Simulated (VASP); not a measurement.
Wanted: the native input for a VASP 6.6.1 run.

| Quantity | Value |
| --- | --- |
| Task | single point |
| Functional | PBE |
| Potentials or basis | VASP PAW PBE potentials, release 64 (P, Ga_d) |
| Cutoff | 520 eV |
| k mesh | 7 × 7 × 1 |
| Occupations | gaussian, width 0.05 eV |
| Spin | no spin polarisation |
| Dipole correction | yes |
| Further INCAR settings | ALGO = Normal; EDIFF = 1e-06; NBANDS = 58 |

The structure of Ga5P6 lies in POSCAR:

```
Ga5P6
1.0
    3.8926748890      0.0000000000      0.0000000000
    0.0000000000      3.8926748890      0.0000000000
    0.0000000000      0.0000000000     28.7626840549
P Ga
6 5
Direct
    0.0000000000      0.5000000000      0.2607545244
    0.5000000000      0.0000000000      0.3564527146
    0.0000000000      0.5000000000      0.4521509049
    0.5000000000      0.0000000000      0.5478490951
    0.0000000000      0.5000000000      0.6435472854
    0.5000000000      0.0000000000      0.7392454756
    0.5000000000      0.5000000000      0.3086036195
    0.0000000000      0.0000000000      0.4043018097
    0.5000000000      0.5000000000      0.5000000000
    0.0000000000      0.0000000000      0.5956981903
    0.5000000000      0.5000000000      0.6913963805
```

The input as run:

INCAR

```
PREC = Accurate ; ENCUT = 520
EDIFF = 1E-6 ; ISMEAR = 0
SIGMA = 0.05 ; LREAL = False
LASPH = True ; NELM = 100
ALGO = Normal ; ISIF = 2
LWAVE = False ; LCHARG = True
LDIPOL = True ; IDIPOL = 3
DIPOL = 0.5 0.5 0.500 ; GGA = PE
LELF = True ; LVHAR = True
LVACPOTAV = True ; NBANDS = 58
```

KPOINTS

```
regular mesh
0
Gamma
  7 7 1
```

Potentials or basis: VASP PAW PBE potentials, release 64 (P, Ga_d).

The run is started by

```sh
$ cat potpaw_PBE.64/P/POTCAR potpaw_PBE.64/Ga_d/POTCAR > POTCAR
$ mpirun -np 1 vasp_std > vasp.out
```

Results of the run:

```json
{"Largest force": "0.378 eV/Å", "Band gap on the k mesh": "zero (an odd number of electrons rules out a gap without spin polarisation)"}
```

It took 11 min on 1 thread of Intel(R) Xeon(R) Platinum 8259CL CPU @ 2.50GHz (Skylake/Cascade Lake), with other jobs on the host, peak memory 0.55 GiB.
